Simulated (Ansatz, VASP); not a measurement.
PbI2 in VASP and in Ansatz

Contents of INCAR:

```
ALGO = Normal ; EDIFF = 1E-6
ENCUT = 500 ; GGA = PE
GGA_COMPAT = F ; ISIF = 2
ISMEAR = -1 ; LASPH = T
LCHARG = F ; LREAL = F
LWAVE = F ; NBANDS = 21
NELM = 120 ; PREC = Accurate
SIGMA = 0.02
```

KPOINTS

```
k-points
0
Gamma
  6 6 4
```

The input POSCAR:

```
PbI2
1.0
    4.5640817087      0.0000000000      0.0000000000
   -2.2820408544      3.9526107047      0.0000000000
    0.0000000000      0.0000000000      7.3294126289
Pb I
1 2
Direct
    0.0000000000      0.0000000000      0.0000000000
    0.3333333333      0.6666666667      0.2586307171
    0.6666666667      0.3333333333      0.7413692829
```

Input for Ansatz:

```yaml
crystal:
  lattice:
    - [4.5640817087, 0.0, 0.0]
    - [-2.2820408544, 3.9526107047, 0.0]
    - [0.0, 0.0, 7.3294126289]
  atoms:
    - { symbol: Pb, position: [0.0, 0.0, 0.0] }
    - { symbol: I, position: [0.3333333333, 0.6666666667, 0.2586307171] }
    - { symbol: I, position: [0.6666666667, 0.3333333333, 0.7413692829] }
kpoints:
  mp_grid: { grid: [6, 6, 4] }
  band_path:
    path:
      - [0.0, 0.0, 0.0]
      - [0.5, 0.0, 0.0]
      - [0.3333333333, 0.3333333333, 0.0]
      - [0.0, 0.0, 0.5]
      - [0.5, 0.0, 0.5]
      - [0.3333333333, 0.3333333333, 0.5]
    npoints: 1
hamiltonian:
  xc: pbe
scf:
  occupations: { method: fermi_dirac, width: 0.02 }
  n_extra_bands: 4
output:
  forces: true
  stress: true
  eigenvalues: true
```

Change from the starting cell: uniaxial_z strain +4.0%.

Alike in both runs: task single point; functional PBE; k mesh 6 × 6 × 4; occupations fermi-dirac, width 0.02 eV; no spin polarisation.

```csv
,VASP,Ansatz
version,VASP 6.6.1,Ansatz 0.2.0
potentials or method,"VASP PAW PBE potentials, release 64 (Pb_d, I)","plane waves, PAW"
plane-wave cutoff (eV),500,420
valence electrons in the cell,28,48
```

|  | VASP | Ansatz | Ansatz less VASP |
| --- | --- | --- | --- |
| gap on the k mesh at the Fermi level (eV) | 2.36 | 2.36 | 0.000 |
| pressure (GPa) | 0.8 | 0.9 | +0.02 |
| traceless stress, the component that is largest in VASP (GPa) | -0.21 | -0.21 | -0.001 |
| rms of the force components (eV/Å) | 0.019 | 0.020 | +0.0003 |

Atom by atom the forces differ by 0.000 eV/Å (rms over components). The functional is the same, so the differences come from potentials, cutoffs and numerics. VASP's potentials hold 28 valence electrons a cell and Ansatz's 48, so a difference there can come from the potentials and not from the codes.

Spin-orbit coupling is off throughout.
